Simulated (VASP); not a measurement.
Input of a VASP 6.6.1 run:

File INCAR:

```
  PREC = Accurate
  ENCUT = 500
  EDIFF = 1E-7
  ISMEAR = -1
  SIGMA = 0.1
  LREAL = F
  LASPH = T
  NELM = 120
  ALGO = Normal
  ISIF = 3
  LWAVE = F
  LCHARG = F
  GGA = PE
  IBRION = 2
  NSW = 80
  EDIFFG = -0.03
  PSTRESS = 200.0
  GGA_COMPAT = F
  NELMIN = 4
```

KPOINTS

```
regular mesh
0
Gamma
  16 16 16
```

Contents of POSCAR:

```
Ag
1.0
    2.6600000000      0.0000000000      0.0000000000
    0.0000000000      2.6600000000      0.0000000000
    0.0000000000      0.0000000000      2.6600000000
Ag
1
Direct
    0.0000000000      0.0000000000      0.0000000000
```

Potentials or basis: VASP PAW PBE potentials, release 64 (Ag).

The run is started by

```console
$ cat potpaw_PBE.64/Ag/POTCAR > POTCAR
$ mpirun -np 1 vasp_std > vasp.out
```

(1) Estimate the band gap on the k mesh.

(2) What does it give for the relaxed volume?

(3) Estimate the space group after relaxing (to 0.1 Å).

Answers

(1) zero (an odd number of electrons rules out a gap without spin polarisation).

(2) 17.37 Å³/atom.

(3) Pm-3m (No. 221).

Caveat: the cell is relaxed towards a set pressure, so the run minimises the enthalpy, not the energy.
